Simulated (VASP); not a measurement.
# Hf (P6/mmm) in VASP: further runs, part 2 of 2

VASP 6.6.1. Earlier steps stand in the parts before.

### 3 Single point, LDA (volume scaled by 0.96)

The input, INCAR:

```
SYSTEM = Hf
PREC = Accurate ; ENCUT = 520
EDIFF = 1E-6 ; ISMEAR = -1
SIGMA = 0.1 ; LREAL = .FALSE.
LASPH = .TRUE. ; NELM = 100
ALGO = Normal ; ISIF = 2
LWAVE = .FALSE. ; LCHARG = .FALSE.
GGA = CA ; NBANDS = 22
```

The input, KPOINTS:

```
Automatic mesh
0
G
  9 9 12
  0 0 0
```

The input, POSCAR:

```
Hf
1.0
    4.7923197913      0.0000000000      0.0000000000
   -2.3961598956      4.1502706823      0.0000000000
    0.0000000000      0.0000000000      2.9869580782
Hf
3
Direct
    1.0000000000      1.0000000000      1.0000000000
    0.3333333333      0.6666666667      0.5000000000
    0.6666666667      0.3333333333      0.5000000000
```

Potentials or basis: VASP PAW LDA potentials, release 64 (Hf_pv).

Run with:

```
$ cat potpaw_LDA.64/Hf_pv/POTCAR > POTCAR
$ mpirun -np 1 vasp_std > vasp.out
```

OUTCAR:

```text
SYSTEM = Hf
   PREC = Accurate
   ENCUT = 520
   EDIFF = 1E-6
   ISMEAR = -1
   LREAL = .FALSE.
   LASPH = .TRUE.
   NELM = 100
   ISIF = 2
   GGA = CA

 ion  position               nearest neighbor table
   1  0.000  0.000  0.000-   2 3.14   3 3.14   2 3.14   3 3.14   2 3.14   2 3.14   3 3.14   3 3.14
                             3 3.14   3 3.14   2 3.14   2 3.14
   2  0.333  0.667  0.500-   3 2.77   3 2.77   3 2.77   1 3.14   1 3.14   1 3.14   1 3.14   1 3.14
                             1 3.14
   3  0.667  0.333  0.500-   2 2.77   2 2.77   2 2.77   1 3.14   1 3.14   1 3.14   1 3.14   1 3.14
                             1 3.14

  LATTYP: Found a hexagonal cell.
 ALAT       =     4.7923197913
 C/A-ratio  =     0.6232802084

  Lattice vectors:

 A1 = (   4.7923197913,   0.0000000000,   0.0000000000)
 A2 = (  -2.3961598956,   4.1502706823,   0.0000000000)
 A3 = (   0.0000000000,   0.0000000000,   2.9869580782)

Analysis of symmetry for initial positions (statically):
=====================================================================
 Subroutine PRICEL returns:
 Original cell was already a primitive cell.

 Routine SETGRP: Setting up the symmetry group for a
 hexagonal supercell.

 Subroutine GETGRP returns: Found 24 space group operations
 (whereof 24 operations were pure point group operations)
 out of a pool of 24 trial point group operations.

The static configuration has the point symmetry D_6h.

Analysis of symmetry for dynamics (positions and initial velocities):
=====================================================================
 Subroutine PRICEL returns:
 Original cell was already a primitive cell.

 Routine SETGRP: Setting up the symmetry group for a
 hexagonal supercell.

 Subroutine GETGRP returns: Found 24 space group operations
 (whereof 24 operations were pure point group operations)
 out of a pool of 24 trial point group operations.

The dynamic configuration has the point symmetry D_6h.

[... 111 lines left out ...]
   NELECT =      30.0000    total number of electrons
   NUPDOWN=      -1.0000    fix difference up-down
   EMIN   =  10.00;   EMAX   =-10.00  energy-range for DOS
   EFERMI =   0.00;   METHOD = LEGACY
   ISMEAR =    -1;   SIGMA  =   0.10  broadening in eV -4-tet -1-fermi 0-gaus
   EFERMI_NEDOS =   21; number of points for ismear=-14 and -15
   IALGO  =     38    algorithm
   IMIX   =      4    mixing-type and parameters
     AMIX     =   0.40;   BMIX     =  1.00
     AMIX_MAG =   1.60;   BMIX_MAG =  1.00
  volume/ion in A,a.u.               =      19.80       133.64
  Fermi-wavevector in a.u.,A,eV,Ry     =   1.303661  2.463563 23.123550  1.699533
  Thomas-Fermi vector in A             =   2.434649
   LORBIT       =      0    0 simple, 1 ext, 2 COOP (PROOUT), +10 PAW based schemes
   GGA     = CA    functional components
   LHFCALC =     F    Hartree Fock is set to
   AEXX    =    0.0000 exact exchange contribution
   IVDW    =     0    specifies the selected vdW correction
   LEPSILON=     F    determine dielectric tensor
   LRPA    =     F    only Hartree local field effects (RPA)
 non-spin polarized calculation
  energy-cutoff  :      520.00
  volume of cell :       59.41
 maximum number of plane-waves:      1619
 NGX is ok and might be reduce to    36
   NGX = 17   NGY = 17   NGZ = 11

 number of electron      30.0000000 magnetization

 Free energy of the ion-electron system (eV)
  ---------------------------------------------------
  ext. energy  EPLUGINS =         0.00000000
  ---------------------------------------------------
  free energy    TOTEN  =       -32.01154192 eV

  energy without entropy =      -31.93238977  energy(sigma->0) =      -31.97196584

 E-fermi :   5.4714     XC(G=0): -12.0348

 val. band max:        5.4655685291   @ k =   0.3333   0.2222   0.2500
 cond. band min:       5.4777317810   @ k =   0.3333   0.3333   0.0000
 fundamental gap:      0.0121632519
 Fermi energy:         5.4714070197

 k-point     1 :       0.0000    0.0000    0.0000
  band No.  band energies     occupation
      1     -24.9561      2.00000
      2     -24.9561      2.00000
      3     -24.8825      2.00000
      4     -24.8825      2.00000
      5     -24.3440      2.00000
      6     -24.0341      2.00000
[... 589 lines left out ...]
     21       8.3673      0.00000
     22      10.6313      0.00000

 [... further k-points ...]
[... 5 lines left out ...]
  --------------------------------------------------------------------------------------
  -------------------------------------------------------------------------------------
  Total        1.9783199      1.9783199      2.1400537      0.0000000     -0.0000000      0.0000000
  in kB       53.3526221     53.3526221     57.7143648      0.0000000     -0.0000000      0.0000000
  external PRESSURE =      54.8065364 kB  Pullay stress =       0.0000000 kB

 VOLUME and BASIS-vectors are now :
 -----------------------------------------------------------------------------
  energy-cutoff  :      520.00
  volume of cell :       59.41
      direct lattice vectors                 reciprocal lattice vectors
     4.792319791  0.000000000  0.000000000     0.208667210  0.120474070  0.000000000
    -2.396159896  4.150270682  0.000000000     0.000000000  0.240948140  0.000000000
     0.000000000  0.000000000  2.986958078     0.000000000  0.000000000  0.334788763

 POSITION                                       TOTAL-FORCE (eV/Angst)
 -----------------------------------------------------------------------------------
      0.00000      0.00000      0.00000         0.000000      0.000000      0.000000
     -0.00000      2.76685      1.49348        -0.000000      0.000000     -0.000000
      2.39616      1.38342      1.49348        -0.000000     -0.000000      0.000000
 -----------------------------------------------------------------------------------
    total drift:                                0.000000     -0.000000     -0.000000

  FREE ENERGIE OF THE ION-ELECTRON SYSTEM (eV)
  ---------------------------------------------------
  free  energy   TOTEN  =       -32.0115419242 eV

  energy  without entropy=      -31.9323897654  energy(sigma->0) =      -31.97196584
```

stdout:

```text
POSCAR found type information on POSCAR Hf
 POSCAR found :  1 types and       3 ions
 scaLAPACK will be used
 LDA part: xc-table for (Slater(with rela. corr.)+CA(PZ))
 , standard interpolation
 POSCAR, INCAR and KPOINTS ok, starting setup
 FFT: planning ... GRIDC
 FFT: planning ... GRID_SOFT
 FFT: planning ... GRID
 WAVECAR not read
 entering main loop
```

Run time: 28 s. Hardware: 1 thread of Intel Xeon 6975P-C (Granite Rapids), shared host; peak memory 0.21 GiB.

What came out:

- Free energy: -32.0115 eV
- Pressure: 5.5 GPa
- Band gap on the k mesh: zero (band 15 reaches 5.95 eV, above the bottom of band 16 at 4.98 eV)

Stress tensor (GPa, compression positive):
```
5.34 0.00 0.00
0.00 5.34 0.00
0.00 0.00 5.77
```

Levels at points of the mesh, in eV from the Fermi level:
| k point | band 13 | band 14 | band 15 | band 16 | band 17 | band 18 |
| --- | --- | --- | --- | --- | --- | --- |
| (0.00, 0.00, 0.00) | -0.55 | -0.55 | -0.50 | -0.50 | 1.13 | 2.24 |
| (0.00, 0.00, 0.50) | -2.19 | -2.19 | -2.01 | 1.48 | 1.48 | 2.27 |

Caveat: the cell differs from its parent crystal (volume scaled by 0.96); spin-orbit coupling is left out, which moves the levels of the heavy elements.

### 4 Single point, LDA

This run uses another cell than the first one, of 20.63 Å³/atom, 1.087 times its volume.

The input, INCAR:

```
PREC = Accurate
ENCUT = 520
EDIFF = 1E-6
ISMEAR = -1
SIGMA = 0.1
LREAL = False
LASPH = True
NELM = 80
ALGO = Normal
ISIF = 2
LWAVE = False
LCHARG = False
NBANDS = 22
```

The input, KPOINTS:

```
Automatic mesh
0
Gamma
  9 9 12
```

The input, POSCAR:

```
Hf
1.0
    4.8579761663      0.0000000000      0.0000000000
   -2.4289880831      4.2071307710      0.0000000000
    0.0000000000      0.0000000000      3.0278803973
Hf
3
Direct
    1.0000000000      1.0000000000      1.0000000000
    0.3333333333      0.6666666667      0.5000000000
    0.6666666667      0.3333333333      0.5000000000
```

Run with:

```
$ cat potpaw_LDA.64/Hf_pv/POTCAR > POTCAR
$ mpirun -np 1 vasp_std > vasp.out
```

Wall time 29 s (1 thread of Intel Xeon 6975P-C (Granite Rapids), shared host); peak memory 0.21 GiB.

The run converged. Its results:

| Item | Value |
| --- | --- |
| Free energy | -32.0537 eV |
| Pressure | 0.1 GPa |
| Band gap on the k mesh | zero (band 15 reaches 5.59 eV, above the bottom of band 16 at 4.65 eV) |

Stress tensor (GPa, compression positive):
```
-0.02  0.00  0.00
 0.00 -0.02  0.00
 0.00  0.00  0.31
```

Levels at points of the mesh, in eV from the Fermi level:
| k point | band 12 | band 13 | band 14 | band 15 | band 16 | band 17 | band 18 | band 19 |
| --- | --- | --- | --- | --- | --- | --- | --- | --- |
| (0.00, 0.00, 0.00) | -0.63 | -0.57 | -0.57 | -0.52 | -0.52 | 1.11 | 2.18 | 2.18 |
| (0.00, 0.00, 0.50) | -2.80 | -2.07 | -2.07 | -2.05 | 1.45 | 1.45 | 2.15 | 2.15 |

Caveat: spin-orbit coupling is left out, which moves the levels of the heavy elements.

### 5 Single point, LDA (volume scaled by 1.04)

The input, INCAR:

```
SYSTEM = Hf
PREC = Accurate
ENCUT = 520
EDIFF = 1E-6
ISMEAR = -1
SIGMA = 0.1
LREAL = .False.
LASPH = .True.
NELM = 80
ALGO = Normal
ISIF = 2
LWAVE = .False.
LCHARG = .False.
NBANDS = 22
```

The input, KPOINTS:

```
regular mesh
0
Gamma
  9 9 12
  0 0 0
```

The input, POSCAR:

```
Hf
1.0
    4.9219042364      0.0000000000      0.0000000000
   -2.4609521182      4.2624941038      0.0000000000
    0.0000000000      0.0000000000      3.0677254982
Hf
3
Direct
    1.0000000000      1.0000000000      1.0000000000
    0.3333333333      0.6666666667      0.5000000000
    0.6666666667      0.3333333333      0.5000000000
```

Potentials or basis: VASP PAW LDA potentials, release 64 (Hf_pv).

Run with:

```
$ cat potpaw_LDA.64/Hf_pv/POTCAR > POTCAR
$ mpirun -np 1 vasp_std > vasp.out
```

OUTCAR:

```text
SYSTEM = Hf
   PREC = Accurate
   ENCUT = 520
   EDIFF = 1E-6
   ISMEAR = -1
   LREAL = .False.
   LASPH = .True.
   NELM = 80
   ISIF = 2

 ion  position               nearest neighbor table
   1  0.000  0.000  0.000-   2 3.23   3 3.23   2 3.23   3 3.23   3 3.23   3 3.23   2 3.23   2 3.23
                             3 3.23   3 3.23   2 3.23   2 3.23
   2  0.333  0.667  0.500-   3 2.84   3 2.84   3 2.84   1 3.23   1 3.23   1 3.23   1 3.23   1 3.23
                             1 3.23
   3  0.667  0.333  0.500-   2 2.84   2 2.84   2 2.84   1 3.23   1 3.23   1 3.23   1 3.23   1 3.23
                             1 3.23

  LATTYP: Found a hexagonal cell.
[... 791 lines left out ...]

 [... further k-points ...]
[... 5 lines left out ...]
  --------------------------------------------------------------------------------------
  -------------------------------------------------------------------------------------
  Total       -1.7937282     -1.7937282     -1.7034622      0.0000000      0.0000000      0.0000000
  in kB      -44.6533220    -44.6533221    -42.4062267      0.0000000      0.0000000      0.0000000
  external PRESSURE =     -43.9042903 kB  Pullay stress =       0.0000000 kB

 VOLUME and BASIS-vectors are now :
 -----------------------------------------------------------------------------
  energy-cutoff  :      520.00
  volume of cell :       64.36
      direct lattice vectors                 reciprocal lattice vectors
     4.921904236  0.000000000  0.000000000     0.203173396  0.117302215  0.000000000
    -2.460952118  4.262494104  0.000000000     0.000000000  0.234604430  0.000000000
     0.000000000  0.000000000  3.067725498     0.000000000  0.000000000  0.325974407

 POSITION                                       TOTAL-FORCE (eV/Angst)
 -----------------------------------------------------------------------------------
      0.00000      0.00000      0.00000        -0.000000      0.000000     -0.000000
     -0.00000      2.84166      1.53386         0.000000     -0.000000      0.000000
      2.46095      1.42083      1.53386        -0.000000      0.000000     -0.000000
 -----------------------------------------------------------------------------------
    total drift:                                0.000000     -0.000000      0.000000

  FREE ENERGIE OF THE ION-ELECTRON SYSTEM (eV)
  ---------------------------------------------------
  free  energy   TOTEN  =       -32.0198932736 eV

  energy  without entropy=      -31.9339285021  energy(sigma->0) =      -31.97691089
```

OSZICAR:

```text
N       E                     dE             d eps       ncg     rms          rms(c)
DAV:   1     0.957739594065E+02    0.95774E+02   -0.16574E+04  3712   0.130E+03
DAV:   2    -0.279724841036E+02   -0.12375E+03   -0.11727E+03  4358   0.301E+02
DAV:   3    -0.330953622264E+02   -0.51229E+01   -0.48784E+01  5010   0.385E+01
DAV:   4    -0.331763609497E+02   -0.80999E-01   -0.80818E-01  4376   0.491E+00
DAV:   5    -0.331779886785E+02   -0.16277E-02   -0.16269E-02  4872   0.581E-01    0.805E+01
DAV:   6    -0.323211842994E+02    0.85680E+00   -0.76229E-01  4098   0.555E+00    0.470E+01
DAV:   7    -0.320369840973E+02    0.28420E+00   -0.12285E+00  4074   0.629E+00    0.257E+00
DAV:   8    -0.320257353339E+02    0.11249E-01   -0.86508E-02  4866   0.178E+00    0.204E+00
DAV:   9    -0.320199748718E+02    0.57605E-02   -0.31408E-02  4520   0.124E+00    0.702E-01
DAV:  10    -0.320199058492E+02    0.69023E-04   -0.31446E-03  4592   0.368E-01    0.773E-02
DAV:  11    -0.320198932187E+02    0.12630E-04   -0.13532E-04  4686   0.819E-02    0.357E-02
DAV:  12    -0.320198935807E+02   -0.36191E-06   -0.16207E-05  4558   0.268E-02    0.179E-02
DAV:  13    -0.320198932736E+02    0.30709E-06   -0.88336E-07  3036   0.750E-03
   1 F= -.32019893E+02 E0= -.31976911E+02  d E =-.859648E-01
```

It took 36 s on 1 thread of Intel Xeon 6975P-C (Granite Rapids), shared host; peak memory 0.22 GiB.

Results:

| Property | Result |
| --- | --- |
| Free energy | -32.0199 eV |
| Pressure | -4.4 GPa |
| Band gap on the k mesh | zero (band 15 reaches 5.29 eV, above the bottom of band 16 at 4.35 eV) |

Stress tensor (GPa, compression positive):
```
-4.47  0.00  0.00
 0.00 -4.47  0.00
 0.00  0.00 -4.24
```

Levels at points of the mesh, in eV from the Fermi level:
```
           k point  band 12  band 13  band 14  band 15  band 16  band 17  band 18  band 19
(0.00, 0.00, 0.00)    -0.63    -0.58    -0.58    -0.53    -0.53     1.08     2.12     2.12
(0.00, 0.00, 0.50)    -2.63    -2.09    -1.95    -1.95     1.42     1.42     2.04     2.04
```

Caveat: the cell differs from its parent crystal (volume scaled by 1.04); spin-orbit coupling is left out, which moves the levels of the heavy elements.

### 6 Single point, LDA (volume scaled by 1.08)

The input, INCAR:

```
PREC = Accurate
ENCUT = 520
EDIFF = 1E-7
ISMEAR = -1
SIGMA = 0.1
LREAL = F
LASPH = T
NELM = 60
ALGO = Normal
ISIF = 2
LWAVE = F
LCHARG = F
GGA = CA
NBANDS = 22
```

The input, KPOINTS:

```
Automatic mesh
0
Gamma
  9 9 12
```

The input, POSCAR:

```
Hf
1.0
    4.9842134364      0.0000000000      0.0000000000
   -2.4921067182      4.3164554538      0.0000000000
    0.0000000000      0.0000000000      3.1065615893
Hf
3
Direct
    1.0000000000      1.0000000000      1.0000000000
    0.3333333333      0.6666666667      0.5000000000
    0.6666666667      0.3333333333      0.5000000000
```

Potentials or basis: VASP PAW LDA potentials, release 64 (Hf_pv).

Run with:

```
$ cat potpaw_LDA.64/Hf_pv/POTCAR > POTCAR
$ mpirun -np 1 vasp_std > vasp.out
```

Run time: 38 s. Hardware: 1 thread of Intel Xeon 6975P-C (Granite Rapids), shared host; peak memory 0.22 GiB.

It converged, with:

| Quantity | Value |
| --- | --- |
| Free energy | -31.9228 eV |
| Pressure | -8.1 GPa |
| Band gap on the k mesh | zero (band 15 reaches 4.98 eV, above the bottom of band 16 at 4.08 eV) |

Stress tensor (GPa, compression positive):
```
-8.17  0.00  0.00
 0.00 -8.17  0.00
 0.00  0.00 -8.01
```

Levels at points of the mesh, in eV from the Fermi level:
```csv
k point,band 12,band 13,band 14,band 15,band 16,band 17,band 18,band 19
"(0.00, 0.00, 0.00)",-0.63,-0.59,-0.59,-0.53,-0.53,1.06,2.06,2.06
"(0.00, 0.00, 0.50)",-2.47,-2.11,-1.85,-1.85,1.39,1.39,1.95,1.95
```

Caveat: the cell differs from its parent crystal (volume scaled by 1.08); spin-orbit coupling is left out, which moves the levels of the heavy elements.

### 7 The runs side by side

| cell | gap on the mesh (eV) | pressure (GPa) |
| --- | --- | --- |
| a = 4.725, b = 4.725, c = 2.945 Å, angles 90.0, 90.0, 120.0°, 3 atoms | none | 12.0 |
| a = 4.792, b = 4.792, c = 2.987 Å, angles 90.0, 90.0, 120.0°, 3 atoms | none | 5.5 |
| a = 4.858, b = 4.858, c = 3.028 Å, angles 90.0, 90.0, 120.0°, 3 atoms | none | 0.1 |
| a = 4.922, b = 4.922, c = 3.068 Å, angles 90.0, 90.0, 120.0°, 3 atoms | none | -4.4 |
| a = 4.984, b = 4.984, c = 3.107 Å, angles 90.0, 90.0, 120.0°, 3 atoms | none | -8.1 |

Alike in all rows: task single point; level LDA; potentials or basis VASP PAW LDA potentials, release 64 (Hf_pv); no spin polarisation; k mesh 9 × 9 × 12; cutoff (eV) 520; smearing fermi-dirac 0.1 eV.

Caveats: spin-orbit coupling is left out, which moves the levels of the heavy elements.

Total energies depend on the potentials used, so only differences within one code and one set of settings carry meaning.
